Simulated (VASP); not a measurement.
Input of a VASP 6.6.1 run:

Contents of INCAR:

```
ALGO = Fast
EDIFF = 1E-6
ENCUT = 520
GGA = PE
ISIF = 2
ISMEAR = 0
LASPH = True
LCHARG = False
LREAL = False
LWAVE = False
NBANDS = 12
NELM = 80
PREC = Accurate
SIGMA = 0.15
```

The input KPOINTS:

```
k-points
0
Gamma
  18 18 18
```

File POSCAR:

```
Cd
1.0
    0.0138634359      2.2181497500      2.2181497500
    2.2320131859      0.0000000000      2.2320131859
    2.2181497500      2.2181497500      0.0138634359
Cd
1
Direct
    0.0000000000      0.0000000000      0.0000000000
```

Potentials or basis: VASP PAW PBE potentials, release 64 (Cd).

Launch:

```bash
$ cat potpaw_PBE.64/Cd/POTCAR > POTCAR
$ mpirun -np 1 vasp_std > vasp.out
```

Q: Estimate the pressure.

A: 2.5 GPa.

Q: Estimate the band gap on the k mesh.

A: Zero (band 6 reaches 4.38 eV, above the bottom of band 7 at 1.44 eV).

Caveat: the cell differs from its parent crystal (strain +0.0125 x Voigt [0, 0, 0, 0, 1, 0]).
